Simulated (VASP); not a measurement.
Runs of VASP 6.6.1 on CoMo. The structure is that of space group P-6m2 (No. 187), or close to it. The cells are those of the table. 

| potentials or basis | spin | cell | cutoff (eV) | gap on the mesh (eV) | pressure (GPa) |
| --- | --- | --- | --- | --- | --- |
| VASP PAW LDA potentials, release 64 (Co_sv, Mo_sv) | off | a = 2.502, b = 2.502, c = 3.884 Å, angles 90.0, 90.0, 120.0°, 2 atoms | 690 | none | 69.2 |
| VASP PAW LDA potentials, release 64 (Co_sv, Mo_sv) | off | a = 2.848, b = 2.848, c = 4.421 Å, angles 90.0, 90.0, 120.0°, 2 atoms | 690 | none | (a) |
| VASP PAW LDA potentials, release 64 (Co_sv, Mo_sv) | off | a = 2.415, b = 2.415, c = 3.750 Å, angles 90.0, 90.0, 120.0°, 2 atoms | 690 | none | 138.4 |
| VASP PAW LDA potentials, release 64 (Co_sv, Mo_sv) | off | a = 2.782, b = 2.782, c = 4.319 Å, angles 90.0, 90.0, 120.0°, 2 atoms | 690 | none | -30.1 |
| VASP PAW LDA potentials, release 64 (Co_sv, Mo_sv) | off | a = 2.553, b = 2.553, c = 3.963 Å, angles 90.0, 90.0, 120.0°, 2 atoms | 690 | none | 39.4 |
| VASP PAW LDA potentials, release 64 (Co_sv, Mo_sv) | off | a = 2.739, b = 2.739, c = 4.252 Å, angles 90.0, 90.0, 120.0°, 2 atoms | 690 | none | (b) |
| VASP PAW LDA potentials, release 64 (Co_sv, Mo_sv) | off | a = 2.602, b = 2.602, c = 4.039 Å, angles 90.0, 90.0, 120.0°, 2 atoms | 690 | none | 17.0 |
| VASP PAW LDA potentials, release 64 (Co_sv, Mo_sv) | off | a = 2.695, b = 2.695, c = 4.184 Å, angles 90.0, 90.0, 120.0°, 2 atoms | 690 | none | (c) |
| VASP PAW LDA potentials, release 64 (Co, Mo_sv) | collinear, ferromagnetic start | a = 2.695, b = 2.695, c = 4.184 Å, angles 90.0, 90.0, 120.0°, 2 atoms | 520 | none | -12.6 |

Alike in all rows: task single point; level LDA; k mesh 14 × 14 × 8; smearing fermi-dirac 0.05 eV.

Q: Estimate the missing entries.

A: (a) -38.1; (b) -22.7; (c) -12.8.

Caveats: the cell stands under tension (at least some runs); the cell stands under pressure (at least some runs); the stress differs along the axes, from 136 to 142 GPa (at least some runs).

A k mesh can miss the band edges, and the runs leave out spin-orbit coupling on Mo.

A gap of «none» marks levels without a gap at the run's occupations.

The runs don't all hold the same shells in valence.
